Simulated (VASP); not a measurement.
# ZrC (Fm-3m) in VASP: further runs

ZrC is run at these levels: PBE; tasks: single point.

Program: VASP 6.6.1. These are calculated values, not measurements. Logs are shortened: lines on timing, memory, paths and dates and some standing lists are left out, and cuts for length are marked.

## (1) The cell of the first run

The structure is cubic, space group Fm-3m (No. 225). Conventional cell: a = 4.324 Å, b = 4.324 Å, c = 4.324 Å, α = 90.00°, β = 90.00°, γ = 90.00°. Within 2.9 Å of Zr (site symmetry m-3m) lie 6 C at 2.16 Å. C (site symmetry m-3m) has 6 Zr at 2.16 Å within 2.9 Å.

## (2) Single point, PBE (strain -0.080 along x and y, -0.080 along z)

INCAR

```
  PREC = Accurate
  ENCUT = 520
  EDIFF = 1E-6
  ISMEAR = 0
  SIGMA = 0.15
  LREAL = False
  LASPH = True
  NELM = 80
  ALGO = Normal
  ISIF = 2
  LWAVE = False
  LCHARG = False
  GGA = PE
  NBANDS = 15
```

KPOINTS

```
regular mesh
0
Gamma
  18 18 18
```

POSCAR

```
ZrC
1.0
    0.0000000000      2.1621932000      2.1621932000
    2.1621932000      0.0000000000      2.1621932000
    2.1621932000      2.1621932000      0.0000000000
Zr C
1 1
Direct
    0.5000000000      0.5000000000      0.5000000000
    0.0000000000      0.0000000000      0.0000000000
```

Potentials or basis: VASP PAW PBE potentials, release 64 (Zr_sv, C).

On the command line:

```bash
cat potpaw_PBE.64/Zr_sv/POTCAR potpaw_PBE.64/C/POTCAR > POTCAR
mpirun -np 1 vasp_std > vasp.out
```

OUTCAR:

```text
PREC = Accurate
   ENCUT = 520
   EDIFF = 1E-6
   ISMEAR = 0
   LREAL = False
   LASPH = True
   NELM = 80
   ISIF = 2
   GGA = PE

 ion  position               nearest neighbor table
   1  0.500  0.500  0.500-   2 2.16   2 2.16   2 2.16   2 2.16   2 2.16   2 2.16
   2  0.000  0.000  0.000-   1 2.16   1 2.16   1 2.16   1 2.16   1 2.16   1 2.16

  LATTYP: Found a face centered cubic cell.
 ALAT       =     4.3243864000

  Lattice vectors:

 A1 = (   0.0000000000,   2.1621932000,   2.1621932000)
 A2 = (   2.1621932000,   0.0000000000,   2.1621932000)
 A3 = (   2.1621932000,   2.1621932000,   0.0000000000)

Analysis of symmetry for initial positions (statically):
=====================================================================
 Subroutine PRICEL returns:
 Original cell was already a primitive cell.

 Routine SETGRP: Setting up the symmetry group for a
 face centered cubic supercell.

 Subroutine GETGRP returns: Found 48 space group operations
 (whereof 48 operations were pure point group operations)
 out of a pool of 48 trial point group operations.

The static configuration has the point symmetry O_h .

Analysis of symmetry for dynamics (positions and initial velocities):
=====================================================================
 Subroutine PRICEL returns:
 Original cell was already a primitive cell.

 Routine SETGRP: Setting up the symmetry group for a
 face centered cubic supercell.

 Subroutine GETGRP returns: Found 48 space group operations
 (whereof 48 operations were pure point group operations)
 out of a pool of 48 trial point group operations.

The dynamic configuration has the point symmetry O_h .

 Subroutine INISYM returns: Found 48 space group operations
 (whereof 48 operations are pure point group operations),
 and found     1 'primitive' translations

----------------------------------------------------------------------------------------

                                     Primitive cell

  volume of cell :      20.2168

  direct lattice vectors                    reciprocal lattice vectors
     0.000000000  2.162193200  2.162193200    -0.231246680  0.231246680  0.231246680
     2.162193200  0.000000000  2.162193200     0.231246680 -0.231246680  0.231246680
     2.162193200  2.162193200  0.000000000     0.231246680  0.231246680 -0.231246680

  length of vectors
     3.057802948  3.057802948  3.057802948     0.400531000  0.400531000  0.400531000

  position of ions in fractional coordinates (direct lattice)
     0.500000000  0.500000000  0.500000000
     0.000000000  0.000000000  0.000000000

  ion indices of the primitive-cell ions
   primitive index   ion index
                 1           1
                 2           2

----------------------------------------------------------------------------------------

 KPOINTS: regular mesh

Automatic generation of k-mesh.
 Grid dimensions read from file:
 generate k-points for:   18   18   18

 Generating k-lattice:

  Cartesian coordinates                     Fractional coordinates (reciprocal lattice)
    -0.012847038  0.012847038  0.012847038     0.055555556  0.000000000  0.000000000
     0.012847038 -0.012847038  0.012847038     0.000000000  0.055555556  0.000000000
     0.012847038  0.012847038 -0.012847038     0.000000000  0.000000000  0.055555556

  Length of vectors
     0.022251722  0.022251722  0.022251722

  Shift w.r.t. Gamma in fractional coordinates (k-lattice)
     0.000000000  0.000000000  0.000000000

 Subroutine IBZKPT returns following result:
 ===========================================

 Found    195 irreducible k-points:

 Following reciprocal coordinates:
            Coordinates               Weight
  0.000000  0.000000  0.000000      1.000000
  0.055556  0.000000  0.000000      8.000000
  0.111111  0.000000  0.000000      8.000000
  0.166667  0.000000  0.000000      8.000000
  0.222222  0.000000  0.000000      8.000000
  0.277778  0.000000  0.000000      8.000000
[... 16 lines left out ...]
 -0.277778  0.055556  0.000000     24.000000
 -0.222222  0.055556  0.000000     24.000000
 [... further k-points ...]
   k-points           NKPTS =    195   k-points in BZ     NKDIM =    195   number of bands    NBANDS=     15
   number of dos      NEDOS =    301   number of ions     NIONS =      2
   total plane-waves  NPLWV =  13824
   dimension x,y,z NGX =    24 NGY =   24 NGZ =   24
   dimension x,y,z NGXF=    48 NGYF=   48 NGZF=   48
   ions per type =               1   1
   NGX,Y,Z   is equivalent  to a cutoff of  13.05, 13.05, 13.05 a.u.
   NGXF,Y,Z  is equivalent  to a cutoff of  26.10, 26.10, 26.10 a.u.
 SYSTEM =  unknown system
   PREC   = accura    normal or accurate (medium, high low for compatibility)
   ISTART =      0    job   : 0-new  1-cont  2-samecut
   ICHARG =      2    charge: 1-file 2-atom 10-const
   ISPIN  =      1    spin polarized calculation?
   LNONCOLLINEAR =      F non collinear calculations
   LSORBIT =      F    spin-orbit coupling
   LASPH  =      T    aspherical Exc in radial PAW
   ENCUT  =  520.0 eV  38.22 Ry    6.18 a.u.   5.69  5.69  5.69*2*pi/ulx,y,z
   NELM   =     80;   NELMIN=  2; NELMDL= -5     # of ELM steps
   EDIFF  = 0.1E-05   stopping-criterion for ELM
   LREAL  =      F    real-space projection
   EDIFFG = 0.1E-04   stopping-criterion for IOM
   NSW    =      0    number of steps for IOM
   IBRION =     -1    ionic relax: 0-MD 1-quasi-New 2-CG
   NFREE  =      0    steps in history (QN), initial steepest desc. (CG)
   ISIF   =      2    stress and relaxation
   ISYM   =      2    0-nonsym 1-usesym 2-fastsym
   POTIM  = 0.5000    time-step for ionic-motion
   TEBEG  =    0.0;   TEEND  =   0.0 temperature during run
   PSTRESS=    0.0 pullay stress
   NELECT =      16.0000    total number of electrons
   NUPDOWN=      -1.0000    fix difference up-down
   EMIN   =  10.00;   EMAX   =-10.00  energy-range for DOS
   EFERMI =   0.00;   METHOD = LEGACY
   ISMEAR =     0;   SIGMA  =   0.15  broadening in eV -4-tet -1-fermi 0-gaus
   EFERMI_NEDOS =   21; number of points for ismear=-14 and -15
   IALGO  =     38    algorithm
   IMIX   =      4    mixing-type and parameters
     AMIX     =   0.40;   BMIX     =  1.00
     AMIX_MAG =   1.60;   BMIX_MAG =  1.00
  volume/ion in A,a.u.               =      10.11        68.22
  Fermi-wavevector in a.u.,A,eV,Ry     =   1.514294  2.861602 31.199352  2.293088
  Thomas-Fermi vector in A             =   2.623971
   LORBIT       =      0    0 simple, 1 ext, 2 COOP (PROOUT), +10 PAW based schemes
   GGA     = PE    functional components
   LHFCALC =     F    Hartree Fock is set to
   AEXX    =    0.0000 exact exchange contribution
   IVDW    =     0    specifies the selected vdW correction
   LEPSILON=     F    determine dielectric tensor
   LRPA    =     F    only Hartree local field effects (RPA)
 non-spin polarized calculation
 Gauss-broadening in eV      SIGMA  =   0.15
  energy-cutoff  :      520.00
  volume of cell :       20.22
 maximum number of plane-waves:       556
   NGX = 11   NGY = 11   NGZ = 11

 number of electron      16.0000000 magnetization

 Free energy of the ion-electron system (eV)
  ---------------------------------------------------
  ext. energy  EPLUGINS =         0.00000000
  ---------------------------------------------------
  free energy    TOTEN  =       -18.04496560 eV

  energy without entropy =      -18.04255267  energy(sigma->0) =      -18.04375914

 E-fermi :  12.8376     XC(G=0): -13.4218

 val. band max:       12.7159936435   @ k =   0.0556   0.0556   0.0000
 cond. band min:      12.8493737121   @ k =   0.4444   0.3889   0.0000
 fundamental gap:      0.1333800686
 Fermi energy:        12.8375874675

 k-point     1 :       0.0000    0.0000    0.0000
  band No.  band energies     occupation
      1     -34.4898      2.00000
      2     -11.8854      2.00000
      3     -11.8854      2.00000
      4     -11.8854      2.00000
      5       0.7405      2.00000
      6      13.7586      0.00000
      7      13.7586      0.00000
      8      13.7586      0.00000
      9      13.8724      0.00000
     10      13.8724      0.00000
     11      13.8724      0.00000
     12      16.3174      0.00000
     13      16.3174      0.00000
     14      23.2233      0.00000
     15      23.6521      0.00000

 k-point     2 :       0.0556    0.0000    0.0000
  band No.  band energies     occupation
      1     -34.4809      2.00000
      2     -11.9564      2.00000
      3     -11.8904      2.00000
      4     -11.8904      2.00000
      5       0.8518      2.00000
      6      12.9659      0.22632
      7      13.1776      0.00135
      8      13.1776      0.00135
      9      14.1230      0.00000
     10      14.1230      0.00000
     11      14.5006      0.00000
     12      16.8465      0.00000
     13      16.8465      0.00000
     14      23.3646      0.00000
     15      23.9256      0.00000

 k-point     3 :       0.1111    0.0000    0.0000
  band No.  band energies     occupation
      1     -34.4551      2.00000
      2     -12.1559      2.00000
      3     -11.9046      2.00000
      4     -11.9046      2.00000
      5       1.1706      2.00000
      6      12.0144      2.00000
      7      12.3177      2.00000
      8      12.3177      2.00000
      9      14.4389      0.00000
     10      14.4389      0.00000
     11      15.0148      0.00000
     12      17.9802      0.00000
     13      17.9802      0.00000
     14      23.7446      0.00000
     15      24.7024      0.00000

 k-point     4 :       0.1667    0.0000    0.0000
  band No.  band energies     occupation
      1     -34.4154      2.00000
      2     -12.4488      2.00000
      3     -11.9263      2.00000
      4     -11.9263      2.00000
      5       1.6575      2.00000
      6      11.0266      2.00000
      7      11.4630      2.00000
      8      11.4630      2.00000
      9      14.9015      0.00000
     10      14.9015      0.00000
     11      15.4299      0.00000
     12      19.3317      0.00000
     13      19.3317      0.00000
     14      24.2333      0.00000
     15      25.8606      0.00000
[... 307 lines left out ...]
 k-point    22 :      -0.3333    0.0556    0.0000
  band No.  band energies     occupation
      1     -34.2426      2.00000
      2     -13.5195      2.00000
      3     -12.0878      2.00000
      4     -11.9936      2.00000
      5       3.8549      2.00000
      6       7.9232      2.00000
      7       9.2902      2.00000
      8       9.6795      2.00000
      9      16.9243      0.00000
     10      16.9395      0.00000
     11      18.2361      0.00000
     12      23.0953      0.00000
     13      23.7327      0.00000
     14      24.7606      0.00000
     15      29.7814      0.00000

 k-point    23 :      -0.2778    0.0556    0.0000
  band No.  band energies     occupation
      1     -34.2902      2.00000
      2     -13.2370      2.00000
      3     -12.0668      2.00000
      4     -11.9624      2.00000
      5       3.1925      2.00000
      6       8.7140      2.00000
      7       9.6933      2.00000
      8      10.1599      2.00000
      9      16.1164      0.00000
     10      16.2747      0.00000
     11      17.4414      0.00000
     12      21.8605      0.00000
     13      23.4808      0.00000
     14      24.4517      0.00000
     15      29.1332      0.00000

 k-point    24 :      -0.2222    0.0556    0.0000
  band No.  band energies     occupation
      1     -34.3425      2.00000
      2     -12.9098      2.00000
      3     -12.0376      2.00000
      4     -11.9327      2.00000
      5       2.5327      2.00000
      6       9.5827      2.00000
      7      10.2376      2.00000
      8      10.7441      2.00000
      9      15.3725      0.00000
     10      15.7700      0.00000
     11      16.6695      0.00000
     12      20.4563      0.00000
     13      22.0649      0.00000
     14      24.7400      0.00000
     15      27.8273      0.00000

 [... further k-points ...]

------------------------ aborting loop because EDIFF is reached ----------------------------------------

  FORCE on cell =-STRESS in cart. coord.  units (eV):
  Direction    XX          YY          ZZ          XY          YZ          ZX
  --------------------------------------------------------------------------------------
  -------------------------------------------------------------------------------------
  Total       11.9602147     11.9602147     11.9602147      0.0000000      0.0000000     -0.0000000
  in kB      947.8422677    947.8422677    947.8422677      0.0000000      0.0000000     -0.0000000
  external PRESSURE =     947.8422677 kB  Pullay stress =       0.0000000 kB

 VOLUME and BASIS-vectors are now :
 -----------------------------------------------------------------------------
  energy-cutoff  :      520.00
  volume of cell :       20.22
      direct lattice vectors                 reciprocal lattice vectors
     0.000000000  2.162193200  2.162193200    -0.231246680  0.231246680  0.231246680
     2.162193200  0.000000000  2.162193200     0.231246680 -0.231246680  0.231246680
     2.162193200  2.162193200  0.000000000     0.231246680  0.231246680 -0.231246680

 POSITION                                       TOTAL-FORCE (eV/Angst)
 -----------------------------------------------------------------------------------
      2.16219      2.16219      2.16219         0.000000      0.000000      0.000000
      0.00000      0.00000      0.00000        -0.000000     -0.000000     -0.000000
 -----------------------------------------------------------------------------------
    total drift:                                0.000000     -0.000000      0.000000

  FREE ENERGIE OF THE ION-ELECTRON SYSTEM (eV)
  ---------------------------------------------------
  free  energy   TOTEN  =       -18.0449656044 eV

  energy  without entropy=      -18.0425526658  energy(sigma->0) =      -18.04375914
```

Wall time 60 s (1 thread of Intel Xeon 8259CL, shared host); peak memory 0.18 GiB.

What came out:

```
Free energy            : -18.0450 eV
Pressure               : 94.8 GPa
Band gap on the k mesh : zero (bands 8 and 9 overlap by 1.39 eV)
```

Caveat: the cell differs from its parent crystal (strain -0.080 along x and y, -0.080 along z); the cell stands under pressure.

## (3) Single point, PBE (strain -0.040 along x and y, -0.040 along z)

INCAR

```
SYSTEM = ZrC
  PREC = Accurate
  ENCUT = 520
  EDIFF = 1E-6
  ISMEAR = 0
  SIGMA = 0.15
  LREAL = .False.
  LASPH = .True.
  NELM = 60
  ALGO = Normal
  ISIF = 2
  LWAVE = .False.
  LCHARG = .False.
  GGA = PE
  NBANDS = 15
```

KPOINTS

```
regular mesh
0
Gamma
  18 18 18
  0 0 0
```

POSCAR

```
ZrC
1.0
    0.0000000000      2.2562016000      2.2562016000
    2.2562016000      0.0000000000      2.2562016000
    2.2562016000      2.2562016000      0.0000000000
Zr C
1 1
Direct
    0.5000000000      0.5000000000      0.5000000000
    0.0000000000      0.0000000000      0.0000000000
```

Potentials or basis: VASP PAW PBE potentials, release 64 (Zr_sv, C).

On the command line:

```bash
cat potpaw_PBE.64/Zr_sv/POTCAR potpaw_PBE.64/C/POTCAR > POTCAR
mpirun -np 1 vasp_std > vasp.out
```

Wall time 76 s (1 thread of Intel Xeon 8259CL, shared host); peak memory 0.19 GiB.

It converged, with:

- Free energy: -19.1334 eV
- Pressure: 37.0 GPa
- Band gap on the k mesh: zero (bands 8 and 9 overlap by 1.35 eV)

Levels at points of the mesh, in eV from the Fermi level:
| k point | band 5 | band 6 | band 7 | band 8 | band 9 | band 10 | band 11 | band 12 |
| --- | --- | --- | --- | --- | --- | --- | --- | --- |
| (0.00, 0.00, 0.00) | -11.73 | 0.94 | 0.94 | 0.94 | 1.10 | 1.10 | 1.10 | 3.15 |
| (0.50, 0.00, 0.00) | -8.01 | -5.81 | -3.39 | -3.39 | 5.16 | 5.16 | 6.11 | 7.06 |
| (0.50, 0.50, 0.00) | -10.72 | -2.21 | -1.81 | 0.19 | 0.19 | 5.11 | 6.57 | 6.57 |

Caveat: the cell differs from its parent crystal (strain -0.040 along x and y, -0.040 along z); the cell stands under pressure.

(Continued in part 2 of 2.)

The gap in the log of VASP goes by the Fermi energy; the results here count the filled bands.